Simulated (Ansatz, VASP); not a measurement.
## Si2F3 in VASP and in Ansatz

```
Si F
1.0
     4.24912    0.00000    0.00000
     0.00000    4.24912    0.00000
     0.00000    0.00000    4.24912
Si F
2 3
Direct
  0.00000 0.00000 0.00000
  0.50000 0.50000 0.50000
  0.00000 0.50000 0.50000
  0.50000 0.00000 0.50000
  0.50000 0.50000 0.00000
```

Alike in both runs: task relaxation of cell and atoms; functional PBE; k mesh 10 × 10 × 10; occupations gaussian, width 0.1 eV; collinear spin.

|  | VASP | Ansatz |
| --- | --- | --- |
| version | VASP 6.6.1 | Ansatz 0.2.0 |
| potentials or method | VASP PAW PBE potentials, release 64 (Si, F), cutoff 600 eV | scalar-relativistic, plane waves, PAW |
| valence electrons in the cell | 29 | 29 |

|  | VASP | Ansatz | Ansatz less VASP |
| --- | --- | --- | --- |
| gap on the k mesh at the Fermi level, each at its own relaxed structure (eV) | none | none | - |
| net moment per atom (μB) | 0.22 | 0.22 | 0.000 |
| size of the moment on the site where the two differ most (μB) | 0.34 | 0.58 | +0.248 |
| relaxed volume (Å³/atom) | 15.26 | 15.31 | +0.047 |
| relaxed length of the cell vector where the two differ most in proportion (Å) | 4.242 | 4.246 | +0.0043 |

Site moments also hang on the region over which each program counts them. A gap of «none» marks a metal or a gap that the smearing closes.
